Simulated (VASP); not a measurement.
# ZrTi3N4 (P4/mmm) in VASP: a series of runs

Runs on ZrTi3N4. Level: PBE. Tasks: single point.

All numbers are computed with VASP 6.6.1; they aren't measurements. Logs are shortened: lines on timing, memory, paths and dates and some standing lists are left out, and cuts for length are marked.

## (1) The cell of the first run

Symmetry: P4/mmm, No. 123, tetragonal system. The conventional cell has a = 3.085 Å, b = 3.085 Å, c = 8.689 Å, α = 90.00°, β = 90.00°, γ = 90.00°. Within 2.9 Å of Zr (site symmetry 4/mmm) lie 6 N at 2.18 to 2.24 Å. Within 2.8 Å of Ti (site symmetry 4/mmm) lie 6 N at 2.10 to 2.18 Å. Ti (site symmetry 4mm) has 6 N at 2.06 to 2.28 Å within 2.7 Å. N (site symmetry 4mm) has 5 Ti at 2.10 to 2.18 Å and 1 Zr at 2.24 Å within 2.8 Å. Within 2.7 Å of N (site symmetry 4/mmm) lie 6 Ti at 2.06 to 2.18 Å. N (site symmetry 4/mmm) has 4 Zr at 2.18 Å and 2 Ti at 2.28 Å within 2.9 Å.

## (2) Single point, PBE

Input file INCAR:

```
SYSTEM = ZrTi3N4
PREC = Accurate ; ENCUT = 520
EDIFF = 1E-7 ; ISMEAR = 0
SIGMA = 0.1 ; LREAL = .FALSE.
LASPH = .TRUE. ; NELM = 80
ALGO = Normal ; ISIF = 2
LWAVE = .FALSE. ; LCHARG = .FALSE.
GGA = PE ; NBANDS = 44
```

Input file KPOINTS:

```
Automatic mesh
0
G
  6 6 2
  0 0 0
```

Input file POSCAR:

```
ZrTi3N4
1.0
    3.0846906000      0.0000000000      0.0000000000
    0.0000000000      3.0846906000      0.0000000000
    0.0000000000      0.0000000000      8.6891480000
Zr Ti N
1 3 4
Direct
    0.0000000000      0.0000000000      0.0000000000
    0.0000000000      0.0000000000      0.5000000000
    0.5000000000      0.5000000000      0.2625930000
    0.5000000000      0.5000000000      0.7374070000
    0.0000000000      0.0000000000      0.7417020000
    0.5000000000      0.5000000000      0.5000000000
    0.0000000000      0.0000000000      0.2582980000
    0.5000000000      0.5000000000      0.0000000000
```

Potentials or basis: VASP PAW PBE potentials, release 64 (Zr_sv, Ti_sv, N).

Launch:

```
> cat potpaw_PBE.64/Zr_sv/POTCAR potpaw_PBE.64/Ti_sv/POTCAR potpaw_PBE.64/N/POTCAR > POTCAR
> mpirun -np 1 vasp_std > vasp.out
```

OUTCAR:

```text
SYSTEM = ZrTi3N4
   PREC = Accurate
   ENCUT = 520
   EDIFF = 1E-7
   ISMEAR = 0
   LREAL = .FALSE.
   LASPH = .TRUE.
   NELM = 80
   ISIF = 2
   GGA = PE

 ion  position               nearest neighbor table
   1  0.000  0.000  0.000-   8 2.18   8 2.18   8 2.18   8 2.18   5 2.24   7 2.24   4 3.16   4 3.16
                             3 3.16   4 3.16   3 3.16   3 3.16   4 3.16   3 3.16
   2  0.000  0.000  0.500-   5 2.10   7 2.10   6 2.18   6 2.18   6 2.18   6 2.18
   3  0.500  0.500  0.263-   6 2.06   7 2.18   7 2.18   7 2.18   7 2.18   8 2.28   1 3.16   1 3.16
                             1 3.16   1 3.16
   4  0.500  0.500  0.737-   6 2.06   5 2.18   5 2.18   5 2.18   5 2.18   8 2.28   1 3.16   1 3.16
                             1 3.16   1 3.16
   5  0.000  0.000  0.742-   2 2.10   4 2.18   4 2.18   4 2.18   4 2.18   1 2.24
   6  0.500  0.500  0.500-   3 2.06   4 2.06   2 2.18   2 2.18   2 2.18   2 2.18
   7  0.000  0.000  0.258-   2 2.10   3 2.18   3 2.18   3 2.18   3 2.18   1 2.24
   8  0.500  0.500  0.000-   1 2.18   1 2.18   1 2.18   1 2.18   4 2.28   3 2.28

  LATTYP: Found a simple tetragonal cell.
 ALAT       =     3.0846906000
 C/A-ratio  =     2.8168620866

  Lattice vectors:

 A1 = (   3.0846906000,   0.0000000000,   0.0000000000)
 A2 = (   0.0000000000,   3.0846906000,   0.0000000000)
 A3 = (   0.0000000000,   0.0000000000,   8.6891480000)

Analysis of symmetry for initial positions (statically):
=====================================================================
 Subroutine PRICEL returns:
 Original cell was already a primitive cell.

 Routine SETGRP: Setting up the symmetry group for a
 simple tetragonal supercell.

 Subroutine GETGRP returns: Found 16 space group operations
 (whereof 16 operations were pure point group operations)
 out of a pool of 16 trial point group operations.

The static configuration has the point symmetry D_4h.

Analysis of symmetry for dynamics (positions and initial velocities):
=====================================================================
 Subroutine PRICEL returns:
 Original cell was already a primitive cell.

 Routine SETGRP: Setting up the symmetry group for a
 simple tetragonal supercell.

 Subroutine GETGRP returns: Found 16 space group operations
 (whereof 16 operations were pure point group operations)
 out of a pool of 16 trial point group operations.

The dynamic configuration has the point symmetry D_4h.

 Subroutine INISYM returns: Found 16 space group operations
[... 108 lines left out ...]
   IBRION =     -1    ionic relax: 0-MD 1-quasi-New 2-CG
   NFREE  =      0    steps in history (QN), initial steepest desc. (CG)
   ISIF   =      2    stress and relaxation
   ISYM   =      2    0-nonsym 1-usesym 2-fastsym
   POTIM  = 0.5000    time-step for ionic-motion
   TEBEG  =    0.0;   TEEND  =   0.0 temperature during run
   PSTRESS=    0.0 pullay stress
   NELECT =      68.0000    total number of electrons
   NUPDOWN=      -1.0000    fix difference up-down
   EMIN   =  10.00;   EMAX   =-10.00  energy-range for DOS
   EFERMI =   0.00;   METHOD = LEGACY
   ISMEAR =     0;   SIGMA  =   0.10  broadening in eV -4-tet -1-fermi 0-gaus
   EFERMI_NEDOS =   21; number of points for ismear=-14 and -15
   IALGO  =     38    algorithm
   IMIX   =      4    mixing-type and parameters
     AMIX     =   0.40;   BMIX     =  1.00
     AMIX_MAG =   1.60;   BMIX_MAG =  1.00
  volume/ion in A,a.u.               =      10.33        69.74
  Fermi-wavevector in a.u.,A,eV,Ry     =   1.533832  2.898521 32.009599  2.352639
  Thomas-Fermi vector in A             =   2.640844
   LORBIT       =      0    0 simple, 1 ext, 2 COOP (PROOUT), +10 PAW based schemes
   GGA     = PE    functional components
   LHFCALC =     F    Hartree Fock is set to
   AEXX    =    0.0000 exact exchange contribution
   IVDW    =     0    specifies the selected vdW correction
   LEPSILON=     F    determine dielectric tensor
   LRPA    =     F    only Hartree local field effects (RPA)
 non-spin polarized calculation
 Gauss-broadening in eV      SIGMA  =   0.10
  energy-cutoff  :      520.00
  volume of cell :       82.68
 maximum number of plane-waves:      2244
 NGX is ok and might be reduce to    24
   NGX = 11   NGY = 11   NGZ = 33

 number of electron      68.0000015 magnetization

 Free energy of the ion-electron system (eV)
  ---------------------------------------------------
  ext. energy  EPLUGINS =         0.00000000
  ---------------------------------------------------
  free energy    TOTEN  =       -78.87253559 eV

  energy without entropy =      -78.85091307  energy(sigma->0) =      -78.86172433

 E-fermi :  11.2840     XC(G=0): -12.7679

 val. band max:       11.2735894942   @ k =   0.1667   0.0000   0.0000
 cond. band min:      11.3432037002   @ k =   0.1667   0.1667   0.0000
 fundamental gap:      0.0696142061
 Fermi energy:        11.2840273771

 k-point     1 :       0.0000    0.0000    0.0000
  band No.  band energies     occupation
      1     -46.5826      2.00000
      2     -46.5552      2.00000
      3     -46.4847      2.00000
      4     -37.8280      2.00000
      5     -22.9797      2.00000
      6     -22.8555      2.00000
[... 929 lines left out ...]
     43      13.5484      0.00000
     44      13.8930      0.00000

------------------------ aborting loop because EDIFF is reached ----------------------------------------

  FORCE on cell =-STRESS in cart. coord.  units (eV):
  Direction    XX          YY          ZZ          XY          YZ          ZX
  --------------------------------------------------------------------------------------
  -------------------------------------------------------------------------------------
  Total       -0.0095245     -0.0095245      0.6443337      0.0000000     -0.0000000     -0.0000000
  in kB       -0.1845659     -0.1845659     12.4859339      0.0000000     -0.0000000     -0.0000000
  external PRESSURE =       4.0389340 kB  Pullay stress =       0.0000000 kB

 VOLUME and BASIS-vectors are now :
 -----------------------------------------------------------------------------
  energy-cutoff  :      520.00
  volume of cell :       82.68
      direct lattice vectors                 reciprocal lattice vectors
     3.084690600  0.000000000  0.000000000     0.324181621  0.000000000  0.000000000
     0.000000000  3.084690600  0.000000000     0.000000000  0.324181621  0.000000000
     0.000000000  0.000000000  8.689148000     0.000000000  0.000000000  0.115086082

 POSITION                                       TOTAL-FORCE (eV/Angst)
 -----------------------------------------------------------------------------------
      0.00000      0.00000      0.00000         0.000000      0.000000      0.000000
      0.00000      0.00000      4.34457         0.000000      0.000000      0.000000
      1.54235      1.54235      2.28171         0.000000     -0.000000      0.024931
      1.54235      1.54235      6.40744         0.000000     -0.000000     -0.024931
      0.00000      0.00000      6.44476        -0.000000      0.000000     -0.002292
      1.54235      1.54235      4.34457         0.000000      0.000000      0.000000
      0.00000      0.00000      2.24439         0.000000      0.000000      0.002292
      1.54235      1.54235      0.00000         0.000000      0.000000      0.000000
 -----------------------------------------------------------------------------------
    total drift:                                0.000000     -0.000000      0.000000

  FREE ENERGIE OF THE ION-ELECTRON SYSTEM (eV)
  ---------------------------------------------------
  free  energy   TOTEN  =       -78.8725355938 eV

  energy  without entropy=      -78.8509130700  energy(sigma->0) =      -78.86172433
```

OSZICAR:

```text
N       E                     dE             d eps       ncg     rms          rms(c)
DAV:   1     0.978470309552E+03    0.97847E+03   -0.33954E+04  1760   0.189E+03
DAV:   2     0.673616143830E+02   -0.91111E+03   -0.87566E+03  1772   0.576E+02
DAV:   3    -0.858113807999E+02   -0.15317E+03   -0.14858E+03  2548   0.206E+02
[... 11 lines left out ...]
DAV:  15    -0.788725358604E+02    0.92481E-05   -0.89004E-05  2384   0.839E-02    0.104E-02
DAV:  16    -0.788725355570E+02    0.30344E-06   -0.25406E-05  2548   0.256E-02    0.749E-03
DAV:  17    -0.788725359404E+02   -0.38347E-06   -0.27804E-06  2328   0.122E-02    0.314E-03
DAV:  18    -0.788725355860E+02    0.35443E-06   -0.42576E-07  1800   0.451E-03    0.111E-03
DAV:  19    -0.788725355938E+02   -0.78062E-08   -0.15006E-07  1416   0.254E-03
   1 F= -.78872536E+02 E0= -.78861724E+02  d E =-.216225E-01
```

Wall time 3.5 min (1 thread of Intel Xeon 8259CL, shared host); peak memory 0.19 GiB.

Results:

```yaml
Free_energy: -78.8725 eV
Pressure: 0.4 GPa
Largest_force: 0.025 eV/Å
Band_gap_on_the_k_mesh: zero (bands 34 and 35 overlap by 3.00 eV)
```

Forces on the atoms (eV/Å):
```
Zr   0.000  0.000  0.000
Ti   0.000  0.000  0.000
Ti   0.000  0.000  0.025
Ti   0.000  0.000 -0.025
N    0.000  0.000 -0.002
N    0.000  0.000  0.000
N    0.000  0.000  0.002
N    0.000  0.000  0.000
```

Caveat: the k points lie up to 0.36 Å⁻¹ apart, too coarse for converged energies and pressures of a metal.

## (3) Single point, PBE

Input file INCAR:

```
PREC     = Accurate       # precision mode
ENCUT    = 520            # plane-wave cutoff, eV
EDIFF    = 1E-7           # SCF threshold, eV
ISMEAR   = 0              # smearing method
SIGMA    = 0.1            # smearing width, eV
LREAL    = False          # projectors in reciprocal space
LASPH    = True           # aspherical terms in the spheres
NELM     = 100            # most SCF steps
ALGO     = Normal         # electronic algorithm
ISIF     = 2              # what is computed and relaxed
LWAVE    = False          # write WAVECAR
LCHARG   = False          # write CHGCAR
GGA      = PE             # functional
NBANDS   = 44             # bands
```

Input file KPOINTS:

```
Automatic mesh
0
Gamma
  12 12 6
```

POSCAR is that of step 2.

Potentials or basis: VASP PAW PBE potentials, release 64 (Zr_sv, Ti_sv, N).

Launch:

```
> cat potpaw_PBE.64/Zr_sv/POTCAR potpaw_PBE.64/Ti_sv/POTCAR potpaw_PBE.64/N/POTCAR > POTCAR
> mpirun -np 1 vasp_std > vasp.out
```

OUTCAR:

```text
PREC = Accurate
   ENCUT = 520
   EDIFF = 1E-7
   ISMEAR = 0
   LREAL = False
   LASPH = True
   NELM = 100
   ISIF = 2
   GGA = PE

 ion  position               nearest neighbor table
   1  0.000  0.000  0.000-   8 2.18   8 2.18   8 2.18   8 2.18   5 2.24   7 2.24   4 3.16   4 3.16
                             3 3.16   4 3.16   3 3.16   3 3.16   4 3.16   3 3.16
   2  0.000  0.000  0.500-   5 2.10   7 2.10   6 2.18   6 2.18   6 2.18   6 2.18
   3  0.500  0.500  0.263-   6 2.06   7 2.18   7 2.18   7 2.18   7 2.18   8 2.28   1 3.16   1 3.16
                             1 3.16   1 3.16
   4  0.500  0.500  0.737-   6 2.06   5 2.18   5 2.18   5 2.18   5 2.18   8 2.28   1 3.16   1 3.16
                             1 3.16   1 3.16
   5  0.000  0.000  0.742-   2 2.10   4 2.18   4 2.18   4 2.18   4 2.18   1 2.24
   6  0.500  0.500  0.500-   3 2.06   4 2.06   2 2.18   2 2.18   2 2.18   2 2.18
   7  0.000  0.000  0.258-   2 2.10   3 2.18   3 2.18   3 2.18   3 2.18   1 2.24
   8  0.500  0.500  0.000-   1 2.18   1 2.18   1 2.18   1 2.18   4 2.28   3 2.28

  LATTYP: Found a simple tetragonal cell.
 ALAT       =     3.0846906000
 C/A-ratio  =     2.8168620866

  Lattice vectors:

 A1 = (   3.0846906000,   0.0000000000,   0.0000000000)
 A2 = (   0.0000000000,   3.0846906000,   0.0000000000)
 A3 = (   0.0000000000,   0.0000000000,   8.6891480000)

Analysis of symmetry for initial positions (statically):
=====================================================================
 Subroutine PRICEL returns:
 Original cell was already a primitive cell.

 Routine SETGRP: Setting up the symmetry group for a
 simple tetragonal supercell.

 Subroutine GETGRP returns: Found 16 space group operations
 (whereof 16 operations were pure point group operations)
 out of a pool of 16 trial point group operations.

The static configuration has the point symmetry D_4h.

Analysis of symmetry for dynamics (positions and initial velocities):
=====================================================================
[... 147 lines left out ...]
   GGA     = PE    functional components
   LHFCALC =     F    Hartree Fock is set to
   AEXX    =    0.0000 exact exchange contribution
   IVDW    =     0    specifies the selected vdW correction
   LEPSILON=     F    determine dielectric tensor
   LRPA    =     F    only Hartree local field effects (RPA)
 non-spin polarized calculation
 Gauss-broadening in eV      SIGMA  =   0.10
  energy-cutoff  :      520.00
  volume of cell :       82.68
 maximum number of plane-waves:      2248
 NGX is ok and might be reduce to    24
   NGX = 11   NGY = 11   NGZ = 33

 number of electron      68.0000015 magnetization

 Free energy of the ion-electron system (eV)
  ---------------------------------------------------
  ext. energy  EPLUGINS =         0.00000000
  ---------------------------------------------------
  free energy    TOTEN  =       -78.87322427 eV

  energy without entropy =      -78.85703192  energy(sigma->0) =      -78.86512810

 E-fermi :  11.3381     XC(G=0): -12.7674

 val. band max:       11.3316536487   @ k =   0.0833   0.0833   0.1667
 cond. band min:      11.3389964933   @ k =   0.0833   0.0833   0.1667
 fundamental gap:      0.0073428446
 Fermi energy:        11.3381101400

 k-point     1 :       0.0000    0.0000    0.0000
  band No.  band energies     occupation
      1     -46.5572      2.00000
      2     -46.5304      2.00000
      3     -46.4581      2.00000
      4     -37.8464      2.00000
      5     -22.9629      2.00000
      6     -22.8409      2.00000
[... 1117 lines left out ...]
     43      14.0194      0.00000
     44      14.0590      0.00000

 [... further k-points ...]

------------------------ aborting loop because EDIFF is reached ----------------------------------------

  FORCE on cell =-STRESS in cart. coord.  units (eV):
  Direction    XX          YY          ZZ          XY          YZ          ZX
  --------------------------------------------------------------------------------------
  -------------------------------------------------------------------------------------
  Total        0.2044034      0.2044034      0.2276551      0.0000000      0.0000000      0.0000000
  in kB        3.9609398      3.9609398      4.4115122      0.0000000      0.0000000      0.0000000
  external PRESSURE =       4.1111306 kB  Pullay stress =       0.0000000 kB

 VOLUME and BASIS-vectors are now :
 -----------------------------------------------------------------------------
  energy-cutoff  :      520.00
  volume of cell :       82.68
      direct lattice vectors                 reciprocal lattice vectors
     3.084690600  0.000000000  0.000000000     0.324181621  0.000000000  0.000000000
     0.000000000  3.084690600  0.000000000     0.000000000  0.324181621  0.000000000
     0.000000000  0.000000000  8.689148000     0.000000000  0.000000000  0.115086082

 POSITION                                       TOTAL-FORCE (eV/Angst)
 -----------------------------------------------------------------------------------
      0.00000      0.00000      0.00000        -0.000000     -0.000000      0.000000
      0.00000      0.00000      4.34457        -0.000000     -0.000000      0.000000
      1.54235      1.54235      2.28171         0.000000      0.000000     -0.008374
      1.54235      1.54235      6.40744        -0.000000     -0.000000      0.008374
      0.00000      0.00000      6.44476        -0.000000     -0.000000      0.012053
      1.54235      1.54235      4.34457        -0.000000     -0.000000      0.000000
      0.00000      0.00000      2.24439        -0.000000     -0.000000     -0.012053
      1.54235      1.54235      0.00000        -0.000000     -0.000000      0.000000
 -----------------------------------------------------------------------------------
    total drift:                                0.000000     -0.000000      0.000000

  FREE ENERGIE OF THE ION-ELECTRON SYSTEM (eV)
  ---------------------------------------------------
  free  energy   TOTEN  =       -78.8732242749 eV

  energy  without entropy=      -78.8570319172  energy(sigma->0) =      -78.86512810
```

stdout:

```text
POSCAR found type information on POSCAR ZrTiN
 POSCAR found :  3 types and       8 ions
 scaLAPACK will be used
 LDA part: xc-table for (Slater+PW92), standard interpolation
 POSCAR, INCAR and KPOINTS ok, starting setup
 FFT: planning ... GRIDC
 FFT: planning ... GRID_SOFT
 FFT: planning ... GRID
 WAVECAR not read
 entering main loop
```

It took 16 min on 1 thread of Intel Xeon 8259CL, shared host; peak memory 0.41 GiB.

Results:

```yaml
Free_energy: -78.8732 eV
Pressure: 0.4 GPa
Largest_force: 0.012 eV/Å
Band_gap_on_the_k_mesh: zero (bands 34 and 35 overlap by 3.02 eV)
```

Forces on the atoms (eV/Å):
```
Zr   0.000  0.000  0.000
Ti   0.000  0.000  0.000
Ti   0.000  0.000 -0.008
Ti   0.000  0.000  0.008
N    0.000  0.000  0.012
N    0.000  0.000  0.000
N    0.000  0.000 -0.012
N    0.000  0.000  0.000
```

Levels at points of the mesh, in eV from the Fermi level:
| k point | band 32 | band 33 | band 34 | band 35 | band 36 | band 37 |
| --- | --- | --- | --- | --- | --- | --- |
| (0.00, 0.00, 0.00) | -2.20 | -2.20 | -2.10 | -1.83 | -0.54 | -0.54 |
| (0.50, 0.00, 0.00) | -4.50 | 0.76 | 1.16 | 1.36 | 1.41 | 1.47 |
| (0.50, 0.50, 0.00) | -2.96 | -2.96 | -2.90 | 0.82 | 0.82 | 1.29 |
| (0.00, 0.00, 0.50) | -2.69 | -2.69 | -2.68 | -1.13 | -0.82 | 0.18 |
| (0.50, 0.00, 0.50) | -4.81 | 1.04 | 1.07 | 1.22 | 1.23 | 1.27 |
| (0.50, 0.50, 0.50) | -3.78 | -1.29 | -1.29 | -0.84 | -0.84 | 2.03 |

(Continued in part 2 of 2.)

The gap in the log of VASP goes by the Fermi energy; the results here count the filled bands.